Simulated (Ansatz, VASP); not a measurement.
## CdF2: VASP beside Ansatz

Contents of INCAR:

```
  PREC = Accurate
  ENCUT = 600
  EDIFF = 1E-6
  ISMEAR = 0
  SIGMA = 0.05
  LREAL = False
  LASPH = True
  NELM = 120
  ALGO = Normal
  ISIF = 2
  LWAVE = False
  LCHARG = False
  NBANDS = 24
  GGA_COMPAT = False
```

Contents of KPOINTS:

```
Automatic mesh
0
Gamma
  8 8 8
```

The input POSCAR:

```
CdF2
1.0
    0.0000000000      2.6940000000      2.6940000000
    2.5929750000      0.0000000000      2.6940000000
    2.5929750000      2.6940000000      0.0000000000
Cd F
1 2
Direct
    0.0000000000      0.0000000000      0.0000000000
    0.2500000000      0.2500000000      0.2500000000
    0.7500000000      0.7500000000      0.7500000000
```

Input for Ansatz:

```yaml
crystal:
  lattice:
    - [0.0, 2.694, 2.694]
    - [2.592975, 0.0, 2.694]
    - [2.592975, 2.694, 0.0]
  atoms:
    - { symbol: Cd, position: [0.0, 0.0, 0.0] }
    - { symbol: F, position: [0.25, 0.25, 0.25] }
    - { symbol: F, position: [0.75, 0.75, 0.75] }
basis:
  ecutwfc: 420
kpoints:
  mp_grid: { grid: [8, 8, 8] }
hamiltonian:
  xc: lda
scf:
  occupations: { method: gaussian, width: 0.05 }
output:
  forces: true
  stress: true
  eigenvalues: true
```

Change from the starting cell: strain -0.0375 x Voigt [1, 0, 0, 0, 0, 0], atoms carried along.

Alike in both runs: task single point; functional LDA; k mesh 8 × 8 × 8; occupations gaussian, width 0.05 eV; no spin polarisation.

|  | VASP | Ansatz |
| --- | --- | --- |
| version | VASP 6.6.1 | Ansatz 0.2.0 |
| potentials or method | VASP PAW LDA potentials, release 64 (Cd_sv_GW, F), cutoff 600 eV | scalar-relativistic, plane waves, PAW |
| valence electrons in the cell | 34 | 34 |

```csv
,VASP,Ansatz,Ansatz less VASP
gap on the k mesh at the Fermi level (eV),2.90,2.90,-0.001
least direct gap on the mesh (eV),3.33,3.32,-0.007
pressure (GPa),-2.1,-1.6,+0.56
"traceless stress, the component that is largest in VASP (GPa)",3.01,3.01,+0.002
```

LDA's correlation is that of Perdew and Zunger in VASP and of Perdew and Wang (1992) in Ansatz.
